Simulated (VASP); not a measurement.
# Si (P6_3/mmc) in VASP: notebook, part 3 of 3

VASP 6.6.1. Earlier steps stand in the parts before.

### 5 Single point, LDA

This run uses another cell than the first one, of the same volume but with other edges.

Input file INCAR:

```
  ALGO = Normal
  EDIFF = 1E-7
  ENCUT = 520
  ISIF = 2
  ISMEAR = 0
  LASPH = T
  LCHARG = T
  LELF = T
  LREAL = F
  LVHAR = T
  LWAVE = F
  NBANDS = 16
  NELM = 80
  PREC = Accurate
  SIGMA = 0.03
```

Input file KPOINTS:

```
k-points
0
Gamma
  12 12 6
```

Input file POSCAR:

```
Si
1.0
    3.7522730523      0.0000000000      0.0000000000
   -1.8761365262      3.2495637852      0.0000000000
    0.0000000000      0.0000000000      6.4554105591
Si
4
Direct
    0.3333333333      0.6666666667      0.0439541821
    0.6666666667      0.3333333333      0.5439541821
    0.3333333333      0.6666666667      0.4560458179
    0.6666666667      0.3333333333      0.9560458179
```

Potentials or basis: VASP PAW LDA potentials, release 64 (Si).

Command:

```console
> cat potpaw_LDA.64/Si/POTCAR > POTCAR
> mpirun -np 1 vasp_std > vasp.out
```

OUTCAR:

```text
EDIFF = 1E-7
   ENCUT = 520
   ISIF = 2
   ISMEAR = 0
   LASPH = T
   LREAL = F
   NELM = 80
   PREC = Accurate

 ion  position               nearest neighbor table
   1  0.333  0.667  0.044-   4 2.24   4 2.24   4 2.24   3 2.66
   2  0.667  0.333  0.544-   3 2.24   3 2.24   3 2.24   4 2.66
   3  0.333  0.667  0.456-   2 2.24   2 2.24   2 2.24   1 2.66
   4  0.667  0.333  0.956-   1 2.24   1 2.24   1 2.24   2 2.66

  LATTYP: Found a hexagonal cell.
 ALAT       =     3.7522730523
 C/A-ratio  =     1.7204000000

  Lattice vectors:

 A1 = (   3.7522730523,   0.0000000000,   0.0000000000)
 A2 = (  -1.8761365262,   3.2495637852,   0.0000000000)
 A3 = (   0.0000000000,   0.0000000000,   6.4554105591)

Analysis of symmetry for initial positions (statically):
=====================================================================
 Subroutine PRICEL returns:
 Original cell was already a primitive cell.

 Routine SETGRP: Setting up the symmetry group for a
 hexagonal supercell.

 Subroutine GETGRP returns: Found 24 space group operations
 (whereof 12 operations were pure point group operations)
 out of a pool of 24 trial point group operations.

The static configuration has the point symmetry D_3d.
 The point group associated with its full space group is D_6h.

Analysis of symmetry for dynamics (positions and initial velocities):
=====================================================================
 Subroutine PRICEL returns:
 Original cell was already a primitive cell.

 Routine SETGRP: Setting up the symmetry group for a
 hexagonal supercell.

 Subroutine GETGRP returns: Found 24 space group operations
 (whereof 12 operations were pure point group operations)
 out of a pool of 24 trial point group operations.

The dynamic configuration has the point symmetry D_3d.
 The point group associated with its full space group is D_6h.

 Subroutine INISYM returns: Found 24 space group operations
 (whereof 12 operations are pure point group operations),
 and found     1 'primitive' translations

----------------------------------------------------------------------------------------

                                     Primitive cell

  volume of cell :      78.7124

  direct lattice vectors                    reciprocal lattice vectors
     3.752273052  0.000000000  0.000000000     0.266505125  0.153866806  0.000000000
    -1.876136526  3.249563785  0.000000000     0.000000000  0.307733612  0.000000000
     0.000000000  0.000000000  6.455410559     0.000000000  0.000000000  0.154908815

  length of vectors
     3.752273052  3.752273052  6.455410559     0.307733612  0.307733612  0.154908815

  position of ions in fractional coordinates (direct lattice)
     0.333333333  0.666666667  0.043954182
     0.666666667  0.333333333  0.543954182
     0.333333333  0.666666667  0.456045818
     0.666666667  0.333333333  0.956045818

  ion indices of the primitive-cell ions
   primitive index   ion index
                 1           1
                 2           2
                 3           3
                 4           4

----------------------------------------------------------------------------------------
[... 27 lines left out ...]
  0.000000  0.000000  0.000000      1.000000
  0.083333  0.000000  0.000000      6.000000
  0.166667  0.000000  0.000000      6.000000
  0.250000  0.000000  0.000000      6.000000
  0.333333  0.000000  0.000000      6.000000
  0.416667  0.000000  0.000000      6.000000
[... 16 lines left out ...]
  0.250000  0.000000  0.166667     12.000000
  0.333333  0.000000  0.166667     12.000000
 [... further k-points ...]
   k-points           NKPTS =     76   k-points in BZ     NKDIM =     76   number of bands    NBANDS=     16
   number of dos      NEDOS =    301   number of ions     NIONS =      4
   total plane-waves  NPLWV =  37632
   dimension x,y,z NGX =    28 NGY =   28 NGZ =   48
   dimension x,y,z NGXF=    56 NGYF=   56 NGZF=   96
   ions per type =               4
   NGX,Y,Z   is equivalent  to a cutoff of  12.41, 12.41, 12.36 a.u.
   NGXF,Y,Z  is equivalent  to a cutoff of  24.81, 24.81, 24.72 a.u.
 SYSTEM =  unknown system
   PREC   = accura    normal or accurate (medium, high low for compatibility)
   ISTART =      0    job   : 0-new  1-cont  2-samecut
   ICHARG =      2    charge: 1-file 2-atom 10-const
   ISPIN  =      1    spin polarized calculation?
   LNONCOLLINEAR =      F non collinear calculations
   LSORBIT =      F    spin-orbit coupling
   LASPH  =      T    aspherical Exc in radial PAW
   ENCUT  =  520.0 eV  38.22 Ry    6.18 a.u.   6.98  6.98 12.00*2*pi/ulx,y,z
   NELM   =     80;   NELMIN=  2; NELMDL= -5     # of ELM steps
   EDIFF  = 0.1E-06   stopping-criterion for ELM
   LREAL  =      F    real-space projection
   EDIFFG = 0.1E-05   stopping-criterion for IOM
   NSW    =      0    number of steps for IOM
   IBRION =     -1    ionic relax: 0-MD 1-quasi-New 2-CG
   NFREE  =      0    steps in history (QN), initial steepest desc. (CG)
   ISIF   =      2    stress and relaxation
   ISYM   =      2    0-nonsym 1-usesym 2-fastsym
   POTIM  = 0.5000    time-step for ionic-motion
   TEBEG  =    0.0;   TEEND  =   0.0 temperature during run
   PSTRESS=    0.0 pullay stress
   NELECT =      16.0000    total number of electrons
   NUPDOWN=      -1.0000    fix difference up-down
   EMIN   =  10.00;   EMAX   =-10.00  energy-range for DOS
   EFERMI =   0.00;   METHOD = LEGACY
   ISMEAR =     0;   SIGMA  =   0.03  broadening in eV -4-tet -1-fermi 0-gaus
   EFERMI_NEDOS =   21; number of points for ismear=-14 and -15
   IALGO  =     38    algorithm
   IMIX   =      4    mixing-type and parameters
     AMIX     =   0.40;   BMIX     =  1.00
     AMIX_MAG =   1.60;   BMIX_MAG =  1.00
  volume/ion in A,a.u.               =      19.68       132.79
  Fermi-wavevector in a.u.,A,eV,Ry     =   0.962573  1.818999 12.606436  0.926547
  Thomas-Fermi vector in A             =   2.092044
   LORBIT       =      0    0 simple, 1 ext, 2 COOP (PROOUT), +10 PAW based schemes
   GGA     = CA    functional components
   LHFCALC =     F    Hartree Fock is set to
   AEXX    =    0.0000 exact exchange contribution
   IVDW    =     0    specifies the selected vdW correction
   LEPSILON=     F    determine dielectric tensor
   LRPA    =     F    only Hartree local field effects (RPA)
 non-spin polarized calculation
 Gauss-broadening in eV      SIGMA  =   0.03
  energy-cutoff  :      520.00
  volume of cell :       78.71
 maximum number of plane-waves:      2142
 NGX is ok and might be reduce to    28

 number of electron      16.0000000 magnetization

 Free energy of the ion-electron system (eV)
  ---------------------------------------------------
  ext. energy  EPLUGINS =         0.00000000
  ---------------------------------------------------
  free energy    TOTEN  =       -23.02860678 eV

  energy without entropy =      -23.02837767  energy(sigma->0) =      -23.02849223

 E-fermi :   6.5021     XC(G=0):  -9.6609

 val. band max:        6.4344307248   @ k =   0.4167   0.0000   0.0000
 cond. band min:       6.5119799713   @ k =   0.4167   0.0000   0.1667
 fundamental gap:      0.0775492465
 Fermi energy:         6.5021220756

 k-point     1 :       0.0000    0.0000    0.0000
  band No.  band energies     occupation
      1      -6.2721      2.00000
      2      -4.5391      2.00000
      3      -0.3146      2.00000
      4       4.4893      2.00000
      5       4.4893      2.00000
      6       5.5270      2.00000
[... 433 lines left out ...]
      3      -0.5501      2.00000
      4       0.9830      2.00000
      5       1.6117      2.00000
      6       3.2388      2.00000
[... 8 lines left out ...]
     15      13.0854      0.00000
     16      13.3023      0.00000

 [... further k-points ...]

------------------------ aborting loop because EDIFF is reached ----------------------------------------

  FORCE on cell =-STRESS in cart. coord.  units (eV):
  Direction    XX          YY          ZZ          XY          YZ          ZX
  --------------------------------------------------------------------------------------
  -------------------------------------------------------------------------------------
  Total        4.8963907      4.8963907     -4.5321057     -0.0000000      0.0000000      0.0000000
  in kB       99.6651387     99.6651387    -92.2501839     -0.0000000      0.0000000      0.0000000
  external PRESSURE =      35.6933645 kB  Pullay stress =       0.0000000 kB

 VOLUME and BASIS-vectors are now :
 -----------------------------------------------------------------------------
  energy-cutoff  :      520.00
  volume of cell :       78.71
      direct lattice vectors                 reciprocal lattice vectors
     3.752273052  0.000000000  0.000000000     0.266505125  0.153866806  0.000000000
    -1.876136526  3.249563785  0.000000000     0.000000000  0.307733612  0.000000000
     0.000000000  0.000000000  6.455410559     0.000000000  0.000000000  0.154908815

 POSITION                                       TOTAL-FORCE (eV/Angst)
 -----------------------------------------------------------------------------------
     -0.00000      2.16638      0.28374        -0.000000      0.000000      2.107445
      1.87614      1.08319      3.51145        -0.000000     -0.000000      2.107445
     -0.00000      2.16638      2.94396        -0.000000      0.000000     -2.107445
      1.87614      1.08319      6.17167         0.000000      0.000000     -2.107445
 -----------------------------------------------------------------------------------
    total drift:                               -0.000000      0.000000     -0.000000

  FREE ENERGIE OF THE ION-ELECTRON SYSTEM (eV)
  ---------------------------------------------------
  free  energy   TOTEN  =       -23.0286067849 eV

  energy  without entropy=      -23.0283776653  energy(sigma->0) =      -23.02849223
```

OSZICAR:

```text
N       E                     dE             d eps       ncg     rms          rms(c)
DAV:   1     0.263619518874E+02    0.26362E+02   -0.59967E+03  2432   0.821E+02
DAV:   2    -0.216075749482E+02   -0.47970E+02   -0.43410E+02  3376   0.123E+02
DAV:   3    -0.235987757508E+02   -0.19912E+01   -0.19776E+01  3272   0.236E+01
DAV:   4    -0.236229520649E+02   -0.24176E-01   -0.24168E-01  3080   0.339E+00
DAV:   5    -0.236233965711E+02   -0.44451E-03   -0.44449E-03  3312   0.434E-01    0.757E+00
DAV:   6    -0.232070898956E+02    0.41631E+00   -0.18873E-01  2880   0.207E+00    0.451E+00
DAV:   7    -0.230285949977E+02    0.17849E+00   -0.35621E-01  2992   0.286E+00    0.366E-01
DAV:   8    -0.230287204175E+02   -0.12542E-03   -0.34498E-02  2888   0.101E+00    0.168E-01
DAV:   9    -0.230286302083E+02    0.90209E-04   -0.12551E-03  3336   0.198E-01    0.101E-01
DAV:  10    -0.230286079372E+02    0.22271E-04   -0.15349E-04  3040   0.711E-02    0.306E-02
DAV:  11    -0.230286068158E+02    0.11214E-05   -0.19369E-05  3280   0.225E-02    0.150E-02
DAV:  12    -0.230286069281E+02   -0.11232E-06   -0.92058E-07  3072   0.532E-03    0.177E-02
DAV:  13    -0.230286067771E+02    0.15095E-06   -0.76919E-07  3024   0.424E-03    0.467E-03
DAV:  14    -0.230286067849E+02   -0.77757E-08   -0.53539E-08  1856   0.128E-03
   1 F= -.23028607E+02 E0= -.23028492E+02  d E =-.229120E-03
```

It took 2 min on 1 thread of Intel Xeon 8259CL, shared host; peak memory 0.19 GiB.

Results:

* Free energy: -23.0286 eV
* Pressure: 3.6 GPa
* Largest force: 2.107 eV/Å
* Band gap on the k mesh: zero (bands 8 and 9 overlap by 0.77 eV)

Forces in eV/Å, atoms in the order of the input:
```
Si   0.000  0.000  2.107
Si   0.000  0.000  2.107
Si   0.000  0.000 -2.107
Si   0.000  0.000 -2.107
```

Levels at points of the mesh, in eV from the Fermi level:
```csv
k point,band 4,band 5,band 6,band 7,band 8,band 9,band 10,band 11,band 12,band 13
"(0.00, 0.00, 0.00)",-2.01,-2.01,-0.98,-0.98,0.60,0.74,0.86,1.91,1.91,3.35
"(0.50, 0.00, 0.00)",-7.00,-4.43,-3.60,-2.69,-2.45,-0.17,1.58,2.87,3.50,3.75
"(0.00, 0.00, 0.50)",-4.23,-1.56,-1.56,-1.56,-1.56,1.54,1.54,2.54,2.54,2.54
"(0.50, 0.00, 0.50)",-7.97,-3.11,-3.11,-2.34,-2.34,0.52,0.52,0.70,0.70,5.89
```

Caveat: the cell stands under pressure; semilocal functionals underestimate gaps, so a narrow gap can read as zero; forces of over 1 eV/Å act on the atoms, so gaps and moduli don't describe the material at rest.

### 6 Summary

| cell | gap on the mesh (eV) | pressure (GPa) | largest force (eV/Å) |
| --- | --- | --- | --- |
| a = 4.029, b = 4.029, c = 5.599 Å, angles 90.0, 90.0, 120.0°, 4 atoms, atomic positions A | none | 0.6 | 0.29 |
| a = 3.578, b = 3.578, c = 7.101 Å, angles 90.0, 90.0, 120.0°, 4 atoms, atomic positions B | none | 8.5 | 1.99 |
| a = 3.705, b = 3.705, c = 6.620 Å, angles 90.0, 90.0, 120.0°, 4 atoms, atomic positions C | 0.12 | -0.1 | 0.07 |
| a = 3.752, b = 3.752, c = 6.455 Å, angles 90.0, 90.0, 120.0°, 4 atoms, atomic positions D | none | 3.6 | 2.11 |

Alike in all rows: task single point; level LDA; potentials or basis VASP PAW LDA potentials, release 64 (Si); no spin polarisation; k mesh 12 × 12 × 6; cutoff (eV) 520; smearing gaussian 0.03 eV.

Caveats: semilocal functionals underestimate gaps, so a narrow gap can read as zero (at least some runs); the cell stands under pressure (at least some runs); forces of over 1 eV/Å act on the atoms, so gaps and moduli don't describe the material at rest (at least some runs).

Total energies depend on the potentials used, so only differences within one code and one set of settings carry meaning.
